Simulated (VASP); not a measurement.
A run of VASP 6.6.1:

INCAR

```
  PREC = Accurate
  ENCUT = 520
  EDIFF = 1E-6
  ISMEAR = 0
  SIGMA = 0.1
  LREAL = F
  LASPH = T
  NELM = 80
  ALGO = Fast
  ISIF = 2
  LWAVE = F
  LCHARG = T
  GGA = PE
  LELF = T
  LVHAR = T
  NBANDS = 30
```

KPOINTS

```
Automatic mesh
0
Gamma
  6 6 6
```

File POSCAR:

```
LuTa2
1.0
    5.1091881211      0.0000000000      0.0000000000
   -2.5545940605      4.4246867056      0.0000000000
    0.0000000000      0.0000000000      2.8755427646
Lu Ta
1 2
Direct
    0.0000000000      0.0000000000      0.0000000000
    0.3333333333      0.6666666667      0.0000000000
    0.6666666667      0.3333333333      0.0000000000
```

Potentials or basis: VASP PAW PBE potentials, release 64 (Lu, Ta_pv).

Launch:

```console
$ cat potpaw_PBE.64/Lu/POTCAR potpaw_PBE.64/Ta_pv/POTCAR > POTCAR
$ mpirun -np 1 vasp_std > vasp.out
```

Hardware: 1 thread of Intel(R) Xeon(R) 6975P-C (Granite Rapids) (shared host).

Q: Estimate the wall time of this run.

A: Run time: 59 s on 1 thread of Intel(R) Xeon(R) 6975P-C (Granite Rapids), on a shared host, peak memory 0.23 GiB. Counts: scf iterations 29, k points 28.
